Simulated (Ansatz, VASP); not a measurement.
# CuO: VASP beside Ansatz

```
Cu O
1.0
     2.89857    0.00000    0.00000
     0.03933    2.89835    0.00000
     0.01761    0.01736    5.21062
Cu O
2 2
Cartesian
  0.0197 1.4492 0.0000
  1.4581 0.0087 2.6053
  2.9073 0.0179 3.9074
  0.0482 2.8978 1.3032
```

Change from the starting cell: volume scaled by 1.02.

Alike in both runs: task single point; functional PBE; k mesh 9 × 9 × 5; occupations fermi-dirac, width 0.05 eV; no spin polarisation.

```csv
,VASP,Ansatz
version,VASP 6.6.1,Ansatz 0.2.0
potentials or method,"VASP PAW PBE potentials, release 64 (Cu, O), cutoff 520 eV","all-electron LAPW, scalar-relativistic"
```

VASP gave:

```
gap on the k mesh at the Fermi level (eV)                     : none
pressure (GPa)                                                : 3.1
traceless stress, the component that is largest in VASP (GPa) : -1.79
rms of the force components (eV/Å)                            : 0.005
```

Question: Which values does Ansatz return?

Answer: gap on the k mesh at the Fermi level (eV): none; pressure (GPa): 2.4; traceless stress, the component that is largest in VASP (GPa): -2.08; rms of the force components (eV/Å): 0.005.

Atom by atom the forces differ by 0.001 eV/Å (rms over components). A gap of «none» marks a metal or a gap that the smearing closes. Ansatz ran all-electron here, and VASP with PAW potentials.
